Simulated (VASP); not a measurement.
# BP (m.bscan) (F-43m) in VASP: single point with r2SCAN

Aim: the single point of BP (m.bscan) with r2SCAN.

Everything below comes from runs of VASP 6.6.1. Logs are shortened: lines on timing, memory, paths and dates and some standing lists are left out, and cuts for length are marked.

### Step 1. The cell of the first run

It takes space group F-43m (No. 216, cubic). Conventional cell: a = 4.548 Å, b = 4.548 Å, c = 4.548 Å, α = 90.00°, β = 90.00°, γ = 90.00°. Within 2.6 Å of B (site symmetry -43m) lie 4 P at 1.97 Å. Within 2.6 Å of P (site symmetry -43m) lie 4 B at 1.97 Å.

### Step 2. Single point, r2SCAN

POSCAR reads:

```
BP
1.0
    0.0000000000      2.2742142707      2.2742142707
    2.2742142707      0.0000000000      2.2742142707
    2.2742142707      2.2742142707      0.0000000000
B P
1 1
Direct
    0.0000000000      0.0000000000      0.0000000000
    0.2500000000      0.2500000000      0.2500000000
```

INCAR.step1 reads:

```
SYSTEM = BP
PREC = Accurate ; ENCUT = 550
ISMEAR = 0 ; SIGMA = 0.02
LREAL = .False. ; LASPH = .True.
NELM = 120 ; NBANDS = 11
GGA = PE ; ALGO = Normal
EDIFF = 1E-5 ; LWAVE = .True.
LCHARG = .False. ; GGA_COMPAT = .False.
```

INCAR.step2 reads:

```
SYSTEM = BP
PREC = Accurate ; ENCUT = 550
EDIFF = 1E-6 ; ISMEAR = 0
SIGMA = 0.02 ; LREAL = .False.
LASPH = .True. ; NELM = 120
ALGO = Normal ; ISIF = 2
LWAVE = .False. ; LCHARG = .False.
METAGGA = R2SCAN ; LMIXTAU = .True.
NBANDS = 11 ; ISTART = 1
GGA_COMPAT = .False.
```

KPOINTS reads:

```
Automatic mesh
0
Gamma
  10 10 10
  0 0 0
```

Potentials or basis: VASP PAW PBE potentials, release 64 (B, P).

Started as:

```
$ cat potpaw_PBE.64/B/POTCAR potpaw_PBE.64/P/POTCAR > POTCAR
$ cp INCAR.step1 INCAR
$ mpirun -np 1 vasp_std > vasp.out
$ cp INCAR.step2 INCAR
$ mpirun -np 1 vasp_std > vasp.out
```

OUTCAR:

```text
SYSTEM = BP
   PREC = Accurate
   ENCUT = 550
   EDIFF = 1E-6
   ISMEAR = 0
   LREAL = .False.
   LASPH = .True.
   NELM = 120
   ISIF = 2
   METAGGA = R2SCAN
   ISTART = 1

 ion  position               nearest neighbor table
   1  0.000  0.000  0.000-   2 1.97   2 1.97   2 1.97   2 1.97
   2  0.250  0.250  0.250-   1 1.97   1 1.97   1 1.97   1 1.97

  LATTYP: Found a face centered cubic cell.
 ALAT       =     4.5484285414

  Lattice vectors:

 A1 = (   0.0000000000,   2.2742142707,   2.2742142707)
 A2 = (   2.2742142707,   0.0000000000,   2.2742142707)
 A3 = (   2.2742142707,   2.2742142707,   0.0000000000)

Analysis of symmetry for initial positions (statically):
=====================================================================
 Subroutine PRICEL returns:
 Original cell was already a primitive cell.

 Routine SETGRP: Setting up the symmetry group for a
 face centered cubic supercell.

 Subroutine GETGRP returns: Found 24 space group operations
 (whereof 24 operations were pure point group operations)
 out of a pool of 48 trial point group operations.

The static configuration has the point symmetry T_d .

Analysis of symmetry for dynamics (positions and initial velocities):
=====================================================================
 Subroutine PRICEL returns:
 Original cell was already a primitive cell.

 Routine SETGRP: Setting up the symmetry group for a
 face centered cubic supercell.

 Subroutine GETGRP returns: Found 24 space group operations
 (whereof 24 operations were pure point group operations)
 out of a pool of 48 trial point group operations.

The dynamic configuration has the point symmetry T_d .

 Subroutine INISYM returns: Found 24 space group operations
 (whereof 24 operations are pure point group operations),
 and found     1 'primitive' translations

----------------------------------------------------------------------------------------

                                     Primitive cell

  volume of cell :      23.5247

  direct lattice vectors                    reciprocal lattice vectors
     0.000000000  2.274214271  2.274214271    -0.219856153  0.219856153  0.219856153
     2.274214271  0.000000000  2.274214271     0.219856153 -0.219856153  0.219856153
     2.274214271  2.274214271  0.000000000     0.219856153  0.219856153 -0.219856153

  length of vectors
     3.216224665  3.216224665  3.216224665     0.380802027  0.380802027  0.380802027

  position of ions in fractional coordinates (direct lattice)
     0.000000000  0.000000000  0.000000000
     0.250000000  0.250000000  0.250000000

  ion indices of the primitive-cell ions
   primitive index   ion index
                 1           1
                 2           2

----------------------------------------------------------------------------------------

 KPOINTS: Automatic mesh

Automatic generation of k-mesh.
 Grid dimensions read from file:
 generate k-points for:   10   10   10

 Generating k-lattice:

  Cartesian coordinates                     Fractional coordinates (reciprocal lattice)
    -0.021985615  0.021985615  0.021985615     0.100000000  0.000000000  0.000000000
     0.021985615 -0.021985615  0.021985615     0.000000000  0.100000000  0.000000000
     0.021985615  0.021985615 -0.021985615     0.000000000  0.000000000  0.100000000

  Length of vectors
     0.038080203  0.038080203  0.038080203

  Shift w.r.t. Gamma in fractional coordinates (k-lattice)
     0.000000000  0.000000000  0.000000000

 Subroutine IBZKPT returns following result:
 ===========================================

 Found     47 irreducible k-points:

 Following reciprocal coordinates:
            Coordinates               Weight
  0.000000  0.000000  0.000000      1.000000
  0.100000  0.000000  0.000000      8.000000
  0.200000  0.000000  0.000000      8.000000
  0.300000  0.000000  0.000000      8.000000
  0.400000  0.000000  0.000000      8.000000
  0.500000  0.000000  0.000000      4.000000
[... 16 lines left out ...]
  0.300000  0.300000  0.000000      6.000000
  0.400000  0.300000  0.000000     24.000000
 [... further k-points ...]
   k-points           NKPTS =     47   k-points in BZ     NKDIM =     47   number of bands    NBANDS=     11
   number of dos      NEDOS =    301   number of ions     NIONS =      2
   total plane-waves  NPLWV =  21952
   dimension x,y,z NGX =    28 NGY =   28 NGZ =   28
   dimension x,y,z NGXF=    56 NGYF=   56 NGZF=   56
   ions per type =               1   1
   NGX,Y,Z   is equivalent  to a cutoff of  14.47, 14.47, 14.47 a.u.
   NGXF,Y,Z  is equivalent  to a cutoff of  28.95, 28.95, 28.95 a.u.
 SYSTEM =  BP
   PREC   = accura    normal or accurate (medium, high low for compatibility)
   ISTART =      1    job   : 0-new  1-cont  2-samecut
   ICHARG =      0    charge: 1-file 2-atom 10-const
   ISPIN  =      1    spin polarized calculation?
   LNONCOLLINEAR =      F non collinear calculations
   LSORBIT =      F    spin-orbit coupling
   LASPH  =      T    aspherical Exc in radial PAW
   ENCUT  =  550.0 eV  40.42 Ry    6.36 a.u.   6.15  6.15  6.15*2*pi/ulx,y,z
   NELM   =    120;   NELMIN=  2; NELMDL=  0     # of ELM steps
   EDIFF  = 0.1E-05   stopping-criterion for ELM
   LREAL  =      F    real-space projection
   EDIFFG = 0.1E-04   stopping-criterion for IOM
   NSW    =      0    number of steps for IOM
   IBRION =     -1    ionic relax: 0-MD 1-quasi-New 2-CG
   NFREE  =      0    steps in history (QN), initial steepest desc. (CG)
   ISIF   =      2    stress and relaxation
   ISYM   =      2    0-nonsym 1-usesym 2-fastsym
   POTIM  = 0.5000    time-step for ionic-motion
   TEBEG  =    0.0;   TEEND  =   0.0 temperature during run
   PSTRESS=    0.0 pullay stress
   NELECT =       8.0000    total number of electrons
   NUPDOWN=      -1.0000    fix difference up-down
   EMIN   =  10.00;   EMAX   =-10.00  energy-range for DOS
   EFERMI =   0.00;   METHOD = LEGACY
   ISMEAR =     0;   SIGMA  =   0.02  broadening in eV -4-tet -1-fermi 0-gaus
   EFERMI_NEDOS =   21; number of points for ismear=-14 and -15
   IALGO  =     38    algorithm
   IMIX   =      4    mixing-type and parameters
     AMIX     =   0.40;   BMIX     =  1.00
     AMIX_MAG =   1.60;   BMIX_MAG =  1.00
  volume/ion in A,a.u.               =      11.76        79.38
  Fermi-wavevector in a.u.,A,eV,Ry     =   1.142694  2.159379 17.765815  1.305751
  Thomas-Fermi vector in A             =   2.279392
   LORBIT       =      0    0 simple, 1 ext, 2 COOP (PROOUT), +10 PAW based schemes
   METAGGA = R2SCAN    functional components
   LHFCALC =     F    Hartree Fock is set to
   AEXX    =    0.0000 exact exchange contribution
   IVDW    =     0    specifies the selected vdW correction
   LEPSILON=     F    determine dielectric tensor
   LRPA    =     F    only Hartree local field effects (RPA)
 non-spin polarized calculation
 Gauss-broadening in eV      SIGMA  =   0.02
  energy-cutoff  :      550.00
  volume of cell :       23.52
 maximum number of plane-waves:       701
 NGX is ok and might be reduce to    28
   NGX = 13   NGY = 13   NGZ = 13

 number of electron       8.0000000 magnetization

 Free energy of the ion-electron system (eV)
  ---------------------------------------------------
  ext. energy  EPLUGINS =         0.00000000
  ---------------------------------------------------
  free energy    TOTEN  =       -17.31114710 eV

  energy without entropy =      -17.31114710  energy(sigma->0) =      -17.31114710

 E-fermi :   7.4206     XC(G=0): -11.4697

 val. band max:        7.3066513653   @ k =   0.0000   0.0000   0.0000
 cond. band min:       8.7627143868   @ k =   0.4000   0.4000   0.0000
 fundamental gap:      1.4560630215
 Fermi energy:         7.4205795665

 k-point     1 :       0.0000    0.0000    0.0000
  band No.  band energies     occupation
      1      -8.8887      2.00000
      2       7.3067      2.00000
      3       7.3067      2.00000
      4       7.3067      2.00000
      5      10.9372      0.00000
      6      10.9372      0.00000
      7      10.9372      0.00000
      8      15.2070      0.00000
      9      19.6592      0.00000
     10      19.9349      0.00000
     11      19.9349      0.00000

 k-point     2 :       0.1000    0.0000    0.0000
  band No.  band energies     occupation
      1      -8.7004      2.00000
      2       5.9417      2.00000
      3       6.9969      2.00000
      4       6.9969      2.00000
      5      11.3686      0.00000
      6      11.3686      0.00000
      7      11.4200      0.00000
      8      15.7557      0.00000
      9      19.2649      0.00000
     10      19.2649      0.00000
     11      20.2464      0.00000

 k-point     3 :       0.2000    0.0000    0.0000
  band No.  band energies     occupation
      1      -8.1429      2.00000
      2       3.4887      2.00000
      3       6.4075      2.00000
      4       6.4075      2.00000
      5      11.6559      0.00000
      6      12.1326      0.00000
      7      12.1326      0.00000
      8      17.0253      0.00000
      9      18.6691      0.00000
     10      18.6691      0.00000
     11      21.1050      0.00000

 k-point     4 :       0.3000    0.0000    0.0000
  band No.  band energies     occupation
      1      -7.2478      2.00000
      2       1.0198      2.00000
      3       5.8904      2.00000
      4       5.8904      2.00000
      5      11.5673      0.00000
      6      12.4836      0.00000
      7      12.4836      0.00000
      8      18.0380      0.00000
      9      19.2988      0.00000
     10      19.2988      0.00000
     11      21.3276      0.00000
[... 239 lines left out ...]
 k-point    22 :      -0.2000    0.2000    0.0000
  band No.  band energies     occupation
      1      -6.9425      2.00000
      2       1.7843      2.00000
      3       2.9595      2.00000
      4       5.9929      2.00000
      5      12.1334      0.00000
      6      12.9752      0.00000
      7      14.1047      0.00000
      8      16.2367      0.00000
      9      17.2827      0.00000
     10      21.7998      0.00000
     11      24.0502      0.00000

 k-point    23 :       0.3000    0.3000    0.0000
  band No.  band energies     occupation
      1      -6.6762      2.00000
      2       2.1984      2.00000
      3       3.9271      2.00000
      4       3.9271      2.00000
      5       9.0506      0.00000
      6      11.5606      0.00000
      7      16.7533      0.00000
      8      16.7533      0.00000
      9      21.2048      0.00000
     10      22.3234      0.00000
     11      24.8601      0.00000

 k-point    24 :       0.4000    0.3000    0.0000
  band No.  band energies     occupation
      1      -5.8114      2.00000
      2       0.7999      2.00000
      3       3.0766      2.00000
      4       3.6172      2.00000
      5       9.3533      0.00000
      6      11.2576      0.00000
      7      17.4118      0.00000
      8      17.4129      0.00000
      9      22.2612      0.00000
     10      23.2968      0.00000
     11      25.3487      0.00000

 [... further k-points ...]

------------------------ aborting loop because EDIFF is reached ----------------------------------------

  FORCE on cell =-STRESS in cart. coord.  units (eV):
  Direction    XX          YY          ZZ          XY          YZ          ZX
  --------------------------------------------------------------------------------------
  -------------------------------------------------------------------------------------
  Total       -0.2669345     -0.2669345     -0.2669345      0.0000000     -0.0000000     -0.0000000
  in kB      -18.1798867    -18.1798867    -18.1798867      0.0000000     -0.0000000     -0.0000000
  external PRESSURE =     -18.1798867 kB  Pullay stress =       0.0000000 kB

 VOLUME and BASIS-vectors are now :
 -----------------------------------------------------------------------------
  energy-cutoff  :      550.00
  volume of cell :       23.52
      direct lattice vectors                 reciprocal lattice vectors
     0.000000000  2.274214271  2.274214271    -0.219856153  0.219856153  0.219856153
     2.274214271  0.000000000  2.274214271     0.219856153 -0.219856153  0.219856153
     2.274214271  2.274214271  0.000000000     0.219856153  0.219856153 -0.219856153

 POSITION                                       TOTAL-FORCE (eV/Angst)
 -----------------------------------------------------------------------------------
      0.00000      0.00000      0.00000        -0.000000     -0.000000     -0.000000
      1.13711      1.13711      1.13711         0.000000      0.000000      0.000000
 -----------------------------------------------------------------------------------
    total drift:                               -0.000000     -0.000000     -0.000000

  FREE ENERGIE OF THE ION-ELECTRON SYSTEM (eV)
  ---------------------------------------------------
  free  energy   TOTEN  =       -17.3111470963 eV

  energy  without entropy=      -17.3111470963  energy(sigma->0) =      -17.31114710
```

Run time: 28 s. Hardware: 1 thread of Intel Xeon 6975P-C (Granite Rapids), shared host; peak memory 0.16 GiB.

Results:

```
Free energy            : -17.3111 eV
Pressure               : -1.8 GPa
Band gap on the k mesh : 1.46 eV, indirect (least direct gap 3.63 eV)
```

Levels at points of the mesh, in eV from the valence-band top:
```
           k point  band 1  band 2  band 3  band 4  band 5  band 6  band 7  band 8  band 9
(0.00, 0.00, 0.00)  -16.20    0.00    0.00    0.00    3.63    3.63    3.63    7.90   12.35
(0.50, 0.00, 0.00)  -12.73   -9.45   -1.86   -1.86    4.10    5.03    5.03   10.89   15.44
(0.50, 0.50, 0.00)  -11.07   -9.09   -4.32   -4.32    1.55    1.92   13.00   13.00   16.31
```

Caveat: the PAW data sets were made with another functional, which shifts forces and pressure a little. A k mesh can miss the band edges.
